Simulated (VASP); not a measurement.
# MgO in VASP: notebook

MgO is run at these levels: PBEsol; tasks: single point.

Program: VASP 6.6.1. These are calculated values, not measurements. Logs are shortened: lines on timing, memory, paths and dates and some standing lists are left out, and cuts for length are marked.

## 1. The cell of the first run

Symmetry: I4/mmm, No. 139, tetragonal system. The conventional cell has a = 2.965 Å, b = 2.965 Å, c = 4.227 Å, α = 90.00°, β = 90.00°, γ = 90.00°. Mg (site symmetry 4/mmm) has 6 O at 2.10 to 2.11 Å within 2.8 Å. O (site symmetry 4/mmm) has 6 Mg at 2.10 to 2.11 Å within 2.8 Å.

## 2. Single point, PBEsol (in-plane strain -0.005, then relaxed in part)

INCAR

```
SYSTEM = MgO
ALGO = Normal
EDIFF = 1E-7
ENCUT = 520
GGA = PS
ISIF = 2
ISMEAR = 0
LASPH = .True.
LCHARG = .False.
LREAL = .False.
LWAVE = .False.
NBANDS = 11
NELM = 60
PREC = Accurate
SIGMA = 0.01
```

KPOINTS

```
k-points
0
Gamma
  10 10 10
  0 0 0
```

POSCAR

```
MgO
1.0
    2.0966040575      2.0966040575      0.0000000000
   -2.0966040575      2.0966040575      0.0000000000
    0.0000000000      2.0966040575      2.1134611756
Mg O
1 1
Direct
    0.0000000000      0.0000000000      0.0000000000
    0.5000000000      0.5000000000      0.0000000000
```

Potentials or basis: VASP PAW PBE potentials, release 64 (Mg, O).

Run with:

```bash
cat potpaw_PBE.64/Mg/POTCAR potpaw_PBE.64/O/POTCAR > POTCAR
mpirun -np 1 vasp_std > vasp.out
```

OUTCAR:

```text
SYSTEM = MgO
   EDIFF = 1E-7
   ENCUT = 520
   GGA = PS
   ISIF = 2
   ISMEAR = 0
   LASPH = .True.
   LREAL = .False.
   NELM = 60
   PREC = Accurate

 ion  position               nearest neighbor table
   1  0.000  0.000  0.000-   2 2.10   2 2.10   2 2.10   2 2.10   2 2.11   2 2.11
   2  0.500  0.500  0.000-   1 2.10   1 2.10   1 2.10   1 2.10   1 2.11   1 2.11

  LATTYP: Found a body centered tetragonal cell.
 ALAT       =     2.9650458930
 C/A-ratio  =     1.4255841237

  Lattice vectors:

 A1 = (   2.0966040575,   0.0000000000,  -2.1134611756)
 A2 = (  -2.0966040575,   0.0000000000,  -2.1134611756)
 A3 = (   0.0000000000,   2.0966040575,   2.1134611756)

Analysis of symmetry for initial positions (statically):
=====================================================================
 Subroutine PRICEL returns:
 Original cell was already a primitive cell.

 Routine SETGRP: Setting up the symmetry group for a
 body centered tetragonal supercell.

 Subroutine GETGRP returns: Found 16 space group operations
 (whereof 16 operations were pure point group operations)
 out of a pool of 16 trial point group operations.

The static configuration has the point symmetry D_4h.

Analysis of symmetry for dynamics (positions and initial velocities):
=====================================================================
 Subroutine PRICEL returns:
 Original cell was already a primitive cell.

 Routine SETGRP: Setting up the symmetry group for a
 body centered tetragonal supercell.

 Subroutine GETGRP returns: Found 16 space group operations
 (whereof 16 operations were pure point group operations)
 out of a pool of 16 trial point group operations.

The dynamic configuration has the point symmetry D_4h.

 Subroutine INISYM returns: Found 16 space group operations
 (whereof 16 operations are pure point group operations),
 and found     1 'primitive' translations

----------------------------------------------------------------------------------------

                                     Primitive cell

  volume of cell :      18.5805

  direct lattice vectors                    reciprocal lattice vectors
     2.096604058  2.096604058  0.000000000     0.238480889  0.238480889 -0.236578749
    -2.096604058  2.096604058  0.000000000    -0.238480889  0.238480889 -0.236578749
     0.000000000  2.096604058  2.113461176     0.000000000  0.000000000  0.473157497

  length of vectors
     2.965045893  2.965045893  2.976989539     0.411965743  0.411965743  0.473157497

  position of ions in fractional coordinates (direct lattice)
     0.000000000  0.000000000  0.000000000
     0.500000000  0.500000000  0.000000000

  ion indices of the primitive-cell ions
   primitive index   ion index
                 1           1
                 2           2

----------------------------------------------------------------------------------------

 KPOINTS: k-points

Automatic generation of k-mesh.
 Grid dimensions read from file:
 generate k-points for:   10   10   10

 Generating k-lattice:

  Cartesian coordinates                     Fractional coordinates (reciprocal lattice)
     0.023848089  0.023848089 -0.023657875     0.100000000  0.000000000 -0.000000000
    -0.023848089  0.023848089 -0.023657875     0.000000000  0.100000000 -0.000000000
     0.000000000  0.000000000  0.047315750     0.000000000  0.000000000  0.100000000

  Length of vectors
     0.041196574  0.041196574  0.047315750

  Shift w.r.t. Gamma in fractional coordinates (k-lattice)
     0.000000000  0.000000000  0.000000000

 Subroutine IBZKPT returns following result:
 ===========================================

 Found    102 irreducible k-points:

 Following reciprocal coordinates:
            Coordinates               Weight
  0.000000  0.000000  0.000000      1.000000
  0.100000  0.000000 -0.000000      8.000000
  0.200000  0.000000 -0.000000      8.000000
  0.300000  0.000000  0.000000      8.000000
  0.400000  0.000000 -0.000000      8.000000
  0.500000  0.000000  0.000000      4.000000
[... 16 lines left out ...]
  0.300000  0.300000  0.000000      8.000000
  0.400000  0.300000 -0.000000     16.000000
 [... further k-points ...]
   k-points           NKPTS =    102   k-points in BZ     NKDIM =    102   number of bands    NBANDS=     11
   number of dos      NEDOS =    301   number of ions     NIONS =      2
   total plane-waves  NPLWV =  13824
   dimension x,y,z NGX =    24 NGY =   24 NGZ =   24
   dimension x,y,z NGXF=    48 NGYF=   48 NGZF=   48
   ions per type =               1   1
   NGX,Y,Z   is equivalent  to a cutoff of  13.46, 13.46, 13.40 a.u.
   NGXF,Y,Z  is equivalent  to a cutoff of  26.91, 26.91, 26.80 a.u.
 SYSTEM =  MgO
   PREC   = accura    normal or accurate (medium, high low for compatibility)
   ISTART =      0    job   : 0-new  1-cont  2-samecut
   ICHARG =      2    charge: 1-file 2-atom 10-const
   ISPIN  =      1    spin polarized calculation?
   LNONCOLLINEAR =      F non collinear calculations
   LSORBIT =      F    spin-orbit coupling
   LASPH  =      T    aspherical Exc in radial PAW
   ENCUT  =  520.0 eV  38.22 Ry    6.18 a.u.   5.51  5.51  5.54*2*pi/ulx,y,z
   NELM   =     60;   NELMIN=  2; NELMDL= -5     # of ELM steps
   EDIFF  = 0.1E-06   stopping-criterion for ELM
   LREAL  =      F    real-space projection
   EDIFFG = 0.1E-05   stopping-criterion for IOM
   NSW    =      0    number of steps for IOM
   IBRION =     -1    ionic relax: 0-MD 1-quasi-New 2-CG
   NFREE  =      0    steps in history (QN), initial steepest desc. (CG)
   ISIF   =      2    stress and relaxation
   ISYM   =      2    0-nonsym 1-usesym 2-fastsym
   POTIM  = 0.5000    time-step for ionic-motion
   TEBEG  =    0.0;   TEEND  =   0.0 temperature during run
   PSTRESS=    0.0 pullay stress
   NELECT =       8.0000    total number of electrons
   NUPDOWN=      -1.0000    fix difference up-down
   EMIN   =  10.00;   EMAX   =-10.00  energy-range for DOS
   EFERMI =   0.00;   METHOD = LEGACY
   ISMEAR =     0;   SIGMA  =   0.01  broadening in eV -4-tet -1-fermi 0-gaus
   EFERMI_NEDOS =   21; number of points for ismear=-14 and -15
   IALGO  =     38    algorithm
   IMIX   =      4    mixing-type and parameters
     AMIX     =   0.40;   BMIX     =  1.00
     AMIX_MAG =   1.60;   BMIX_MAG =  1.00
  volume/ion in A,a.u.               =       9.29        62.69
  Fermi-wavevector in a.u.,A,eV,Ry     =   1.236192  2.336063 20.792011  1.528170
  Thomas-Fermi vector in A             =   2.370810
   LORBIT       =      0    0 simple, 1 ext, 2 COOP (PROOUT), +10 PAW based schemes
   GGA     = PS    functional components
   LHFCALC =     F    Hartree Fock is set to
   AEXX    =    0.0000 exact exchange contribution
   IVDW    =     0    specifies the selected vdW correction
   LEPSILON=     F    determine dielectric tensor
   LRPA    =     F    only Hartree local field effects (RPA)
 non-spin polarized calculation
 Gauss-broadening in eV      SIGMA  =   0.01
  energy-cutoff  :      520.00
  volume of cell :       18.58
 maximum number of plane-waves:       531
 NGX is ok and might be reduce to    24
   NGX = 11   NGY = 11   NGZ = 11

 number of electron       8.0000004 magnetization

 Free energy of the ion-electron system (eV)
  ---------------------------------------------------
  ext. energy  EPLUGINS =         0.00000000
  ---------------------------------------------------
  free energy    TOTEN  =       -12.51172206 eV

  energy without entropy =      -12.51172206  energy(sigma->0) =      -12.51172206

 E-fermi :   3.2617     XC(G=0): -11.3367

 val. band max:        3.1194029667   @ k =   0.0000   0.0000   0.0000
 cond. band min:       7.7948459777   @ k =   0.0000   0.0000   0.0000
 fundamental gap:      4.6754430110
 Fermi energy:         3.2617110785

 k-point     1 :       0.0000    0.0000    0.0000
  band No.  band energies     occupation
      1     -14.1262      2.00000
      2       3.1024      2.00000
      3       3.1024      2.00000
      4       3.1194      2.00000
      5       7.7948      0.00000
      6      18.7140      0.00000
      7      18.7996      0.00000
      8      18.7996      0.00000
      9      22.6283      0.00000
     10      24.3869      0.00000
     11      24.6495      0.00000

 k-point     2 :       0.1000    0.0000   -0.0000
  band No.  band energies     occupation
      1     -14.0173      2.00000
      2       2.4434      2.00000
      3       3.0347      2.00000
      4       3.0429      2.00000
      5       8.4286      0.00000
      6      17.5077      0.00000
      7      18.9839      0.00000
      8      19.0454      0.00000
      9      23.6854      0.00000
     10      23.9162      0.00000
     11      24.3191      0.00000

 k-point     3 :       0.2000    0.0000   -0.0000
  band No.  band energies     occupation
      1     -13.7176      2.00000
      2       1.0999      2.00000
      3       2.8630      2.00000
      4       2.8633      2.00000
      5       9.6208      0.00000
      6      16.0030      0.00000
      7      19.4664      0.00000
      8      19.5583      0.00000
      9      23.0232      0.00000
     10      23.1924      0.00000
     11      25.3177      0.00000
[... 267 lines left out ...]
 k-point    23 :       0.3000    0.3000    0.0000
  band No.  band energies     occupation
      1     -12.6477      2.00000
      2      -0.4237      2.00000
      3       0.3887      2.00000
      4       2.2156      2.00000
      5      13.1796      0.00000
      6      15.0104      0.00000
      7      16.1321      0.00000
      8      20.6041      0.00000
      9      22.6924      0.00000
     10      24.7693      0.00000
     11      29.8869      0.00000

 k-point    24 :       0.4000    0.3000   -0.0000
  band No.  band energies     occupation
      1     -12.5522      2.00000
      2      -0.5182      2.00000
      3       0.3917      2.00000
      4       2.0347      2.00000
      5      13.1106      0.00000
      6      15.1341      0.00000
      7      15.6874      0.00000
      8      20.8250      0.00000
      9      21.6738      0.00000
     10      26.9513      0.00000
     11      30.4218      0.00000

 [... further k-points ...]

------------------------ aborting loop because EDIFF is reached ----------------------------------------

  FORCE on cell =-STRESS in cart. coord.  units (eV):
  Direction    XX          YY          ZZ          XY          YZ          ZX
  --------------------------------------------------------------------------------------
  -------------------------------------------------------------------------------------
  Total        0.1390001      0.1390001     -0.0557647      0.0000000      0.0000000      0.0000000
  in kB       11.9858439     11.9858439     -4.8085377      0.0000000      0.0000000      0.0000000
  external PRESSURE =       6.3877167 kB  Pullay stress =       0.0000000 kB

 VOLUME and BASIS-vectors are now :
 -----------------------------------------------------------------------------
  energy-cutoff  :      520.00
  volume of cell :       18.58
      direct lattice vectors                 reciprocal lattice vectors
     2.096604058  2.096604058  0.000000000     0.238480889  0.238480889 -0.236578749
    -2.096604058  2.096604058  0.000000000    -0.238480889  0.238480889 -0.236578749
     0.000000000  2.096604058  2.113461176     0.000000000  0.000000000  0.473157497

 POSITION                                       TOTAL-FORCE (eV/Angst)
 -----------------------------------------------------------------------------------
      0.00000      0.00000      0.00000         0.000000      0.000000      0.000000
      0.00000      2.09660      0.00000        -0.000000      0.000000      0.000000
 -----------------------------------------------------------------------------------
    total drift:                                0.000000     -0.000000     -0.000000

  FREE ENERGIE OF THE ION-ELECTRON SYSTEM (eV)
  ---------------------------------------------------
  free  energy   TOTEN  =       -12.5117220602 eV

  energy  without entropy=      -12.5117220602  energy(sigma->0) =      -12.51172206
```

Wall time 11 s (1 thread of AMD EPYC 9R45 (Zen 5), shared host); peak memory 0.12 GiB.

Results:

- Free energy: -12.5117 eV
- Pressure: 0.6 GPa
- Band gap on the k mesh: 4.68 eV, direct

Levels at points of the mesh, in eV from the valence-band top:
| k point | band 1 | band 2 | band 3 | band 4 | band 5 | band 6 | band 7 | band 8 |
| --- | --- | --- | --- | --- | --- | --- | --- | --- |
| (0.00, 0.00, 0.00) | -17.25 | -0.02 | -0.02 | 0.00 | 4.68 | 15.59 | 15.68 | 15.68 |
| (0.50, 0.00, 0.00) | -15.92 | -4.72 | -0.69 | -0.67 | 7.77 | 12.55 | 16.13 | 16.31 |
| (0.50, 0.50, 0.00) | -15.64 | -4.17 | -1.42 | -1.37 | 8.89 | 9.92 | 13.05 | 18.80 |
| (0.00, 0.00, 0.50) | -15.66 | -4.20 | -1.36 | -1.36 | 8.97 | 9.93 | 12.95 | 18.98 |

Caveat: the cell differs from its parent crystal (in-plane strain -0.005, then relaxed in part); the PAW data sets were made with another functional, which shifts forces and pressure a little.

## 3. Single point, PBEsol (film at in-plane strain -0.005)

INCAR

```
PREC = Accurate
ENCUT = 520
EDIFF = 1E-6
ISMEAR = 0
SIGMA = 0.01
LREAL = F
LASPH = T
NELM = 80
ALGO = Normal
ISIF = 2
LWAVE = F
LCHARG = F
GGA = PS
NBANDS = 11
```

KPOINTS

```
regular mesh
0
Gamma
  10 10 10
```

POSCAR is that of step 2.

Potentials or basis: VASP PAW PBE potentials, release 64 (Mg, O).

Run with:

```bash
cat potpaw_PBE.64/Mg/POTCAR potpaw_PBE.64/O/POTCAR > POTCAR
mpirun -np 1 vasp_std > vasp.out
```

OUTCAR:

```text
PREC = Accurate
   ENCUT = 520
   EDIFF = 1E-6
   ISMEAR = 0
   LREAL = F
   LASPH = T
   NELM = 80
   ISIF = 2
   GGA = PS

 ion  position               nearest neighbor table
   1  0.000  0.000  0.000-   2 2.10   2 2.10   2 2.10   2 2.10   2 2.11   2 2.11
   2  0.500  0.500  0.000-   1 2.10   1 2.10   1 2.10   1 2.10   1 2.11   1 2.11

  LATTYP: Found a body centered tetragonal cell.
 ALAT       =     2.9650458930
 C/A-ratio  =     1.4255841237

  Lattice vectors:

 A1 = (   2.0966040575,   0.0000000000,  -2.1134611756)
 A2 = (  -2.0966040575,   0.0000000000,  -2.1134611756)
 A3 = (   0.0000000000,   2.0966040575,   2.1134611756)

Analysis of symmetry for initial positions (statically):
=====================================================================
 Subroutine PRICEL returns:
 Original cell was already a primitive cell.

 Routine SETGRP: Setting up the symmetry group for a
 body centered tetragonal supercell.

 Subroutine GETGRP returns: Found 16 space group operations
 (whereof 16 operations were pure point group operations)
 out of a pool of 16 trial point group operations.

The static configuration has the point symmetry D_4h.

Analysis of symmetry for dynamics (positions and initial velocities):
=====================================================================
 Subroutine PRICEL returns:
 Original cell was already a primitive cell.

 Routine SETGRP: Setting up the symmetry group for a
 body centered tetragonal supercell.

 Subroutine GETGRP returns: Found 16 space group operations
 (whereof 16 operations were pure point group operations)
 out of a pool of 16 trial point group operations.

The dynamic configuration has the point symmetry D_4h.

 Subroutine INISYM returns: Found 16 space group operations
 (whereof 16 operations are pure point group operations),
 and found     1 'primitive' translations

[... 115 lines left out ...]
  volume/ion in A,a.u.               =       9.29        62.69
  Fermi-wavevector in a.u.,A,eV,Ry     =   1.236192  2.336063 20.792011  1.528170
  Thomas-Fermi vector in A             =   2.370810
   LORBIT       =      0    0 simple, 1 ext, 2 COOP (PROOUT), +10 PAW based schemes
   GGA     = PS    functional components
   LHFCALC =     F    Hartree Fock is set to
   AEXX    =    0.0000 exact exchange contribution
   IVDW    =     0    specifies the selected vdW correction
   LEPSILON=     F    determine dielectric tensor
   LRPA    =     F    only Hartree local field effects (RPA)
 non-spin polarized calculation
 Gauss-broadening in eV      SIGMA  =   0.01
  energy-cutoff  :      520.00
  volume of cell :       18.58
 maximum number of plane-waves:       531
 NGX is ok and might be reduce to    24
   NGX = 11   NGY = 11   NGZ = 11

 number of electron       8.0000004 magnetization

 Free energy of the ion-electron system (eV)
  ---------------------------------------------------
  ext. energy  EPLUGINS =         0.00000000
  ---------------------------------------------------
  free energy    TOTEN  =       -12.51172198 eV

  energy without entropy =      -12.51172198  energy(sigma->0) =      -12.51172198

 E-fermi :   3.2640     XC(G=0): -11.3367

 val. band max:        3.1195594316   @ k =   0.0000   0.0000   0.0000
 cond. band min:       7.7948732125   @ k =   0.0000   0.0000   0.0000
 fundamental gap:      4.6753137809
 Fermi energy:         3.2639637349

 k-point     1 :       0.0000    0.0000    0.0000
  band No.  band energies     occupation
      1     -14.1261      2.00000
      2       3.1026      2.00000
      3       3.1026      2.00000
      4       3.1196      2.00000
      5       7.7949      0.00000
      6      18.7140      0.00000
      7      18.7996      0.00000
      8      18.7996      0.00000
      9      22.6282      0.00000
     10      24.3869      0.00000
     11      24.6495      0.00000
[... 309 lines left out ...]
 k-point    24 :       0.4000    0.3000   -0.0000
  band No.  band energies     occupation
      1     -12.5520      2.00000
      2      -0.5181      2.00000
      3       0.3918      2.00000
      4       2.0348      2.00000
      5      13.1106      0.00000
      6      15.1342      0.00000
      7      15.6874      0.00000
      8      20.8250      0.00000
      9      21.6738      0.00000
     10      26.9512      0.00000
     11      30.4218      0.00000

 [... further k-points ...]
[... 5 lines left out ...]
  --------------------------------------------------------------------------------------
  -------------------------------------------------------------------------------------
  Total        0.1370857      0.1370857     -0.0576914      0.0000000      0.0000000      0.0000000
  in kB       11.8207641     11.8207641     -4.9746722      0.0000000      0.0000000      0.0000000
  external PRESSURE =       6.2222853 kB  Pullay stress =       0.0000000 kB

 VOLUME and BASIS-vectors are now :
 -----------------------------------------------------------------------------
  energy-cutoff  :      520.00
  volume of cell :       18.58
      direct lattice vectors                 reciprocal lattice vectors
     2.096604058  2.096604058  0.000000000     0.238480889  0.238480889 -0.236578749
    -2.096604058  2.096604058  0.000000000    -0.238480889  0.238480889 -0.236578749
     0.000000000  2.096604058  2.113461176     0.000000000  0.000000000  0.473157497

 POSITION                                       TOTAL-FORCE (eV/Angst)
 -----------------------------------------------------------------------------------
      0.00000      0.00000      0.00000        -0.000000      0.000000      0.000000
      0.00000      2.09660      0.00000         0.000000     -0.000000      0.000000
 -----------------------------------------------------------------------------------
    total drift:                                0.000000     -0.000000     -0.000000

  FREE ENERGIE OF THE ION-ELECTRON SYSTEM (eV)
  ---------------------------------------------------
  free  energy   TOTEN  =       -12.5117219847 eV

  energy  without entropy=      -12.5117219847  energy(sigma->0) =      -12.51172198
```

stdout:

```text
POSCAR found type information on POSCAR MgO
 POSCAR found :  2 types and       2 ions
 scaLAPACK will be used
 -----------------------------------------------------------------------------
|                                                                             |
|                                                                             |
|     You enforced a specific xc type in the INCAR file but a different       |
|     I HOPE YOU KNOW WHAT YOU ARE DOING!                                     |
|                                                                             |
 -----------------------------------------------------------------------------

 LDA part: xc-table for (Slater+PW92), standard interpolation
 POSCAR, INCAR and KPOINTS ok, starting setup
 FFT: planning ... GRIDC
 FFT: planning ... GRID_SOFT
 FFT: planning ... GRID
 WAVECAR not read
 entering main loop
```

It took 10 s on 1 thread of AMD EPYC 9R45 (Zen 5), shared host; peak memory 0.12 GiB.

Results:

```
Free energy            : -12.5117 eV
Pressure               : 0.6 GPa
Band gap on the k mesh : 4.68 eV, direct
```

Caveat: the cell differs from its parent crystal (film at in-plane strain -0.005); the PAW data sets were made with another functional, which shifts forces and pressure a little.

(Continued in part 2 of 2.)
